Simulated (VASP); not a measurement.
Wanted: the native input for a VASP 6.6.1 run.

* Task: single point
* Functional: PBE
* Potentials or basis: VASP PAW PBE potentials, release 64 (Y_sv)
* Cutoff: 520 eV
* k mesh: 4 × 4 × 4
* Occupations: gaussian, width 0.2 eV
* Spin: no spin polarisation
* Dipole correction: no
* Further INCAR settings: ALGO = Fast; EDIFF = 1e-06; NBANDS = 54

The structure of Y lies in POSCAR:

```
Y
1.0
    0.0001279711      5.0544571552      5.0494503725
    5.0885555158      0.0008736312      5.0483685455
    5.0882962089      5.0536468220      0.0006827170
Y
8
Direct
   -0.0000839045     -0.0001311880      0.0000812892
    0.9999779725      0.0001149296      0.4998130609
    1.0000977412      0.4999364599      0.0000476066
    1.0000084558      0.5000192926      0.5000667051
    0.5000043310      1.0000872796      0.0000161117
    0.4998543710     -0.0000614690      0.5000292743
    0.5000892544      0.5000779095      0.0000004271
    0.5000517786      0.4999567859      0.4999455250
```

This isn't the form of Y at room conditions, which is hcp.

The input as run:

INCAR

```
PREC = Accurate ; ENCUT = 520
EDIFF = 1E-6 ; ISMEAR = 0
SIGMA = 0.2 ; LREAL = F
LASPH = T ; NELM = 60
ALGO = Fast ; ISIF = 2
LWAVE = F ; LCHARG = T
GGA = PE ; LELF = T
LVHAR = T ; NBANDS = 54
```

KPOINTS

```
Automatic mesh
0
Gamma
  4 4 4
```

Potentials or basis: VASP PAW PBE potentials, release 64 (Y_sv).

Run with:

```console
$ cat potpaw_PBE.64/Y_sv/POTCAR > POTCAR
$ mpirun -np 1 vasp_std > vasp.out
```

Results of the run:

```yaml
Pressure: -0.1 GPa
Largest_force: 0.005 eV/Å
Band_gap_on_the_k_mesh: zero (bands 44 and 45 overlap by 0.91 eV)
```

Run time: 13 min on 1 thread of Intel(R) Xeon(R) 6975P-C (Granite Rapids), on a shared host, peak memory 0.63 GiB.
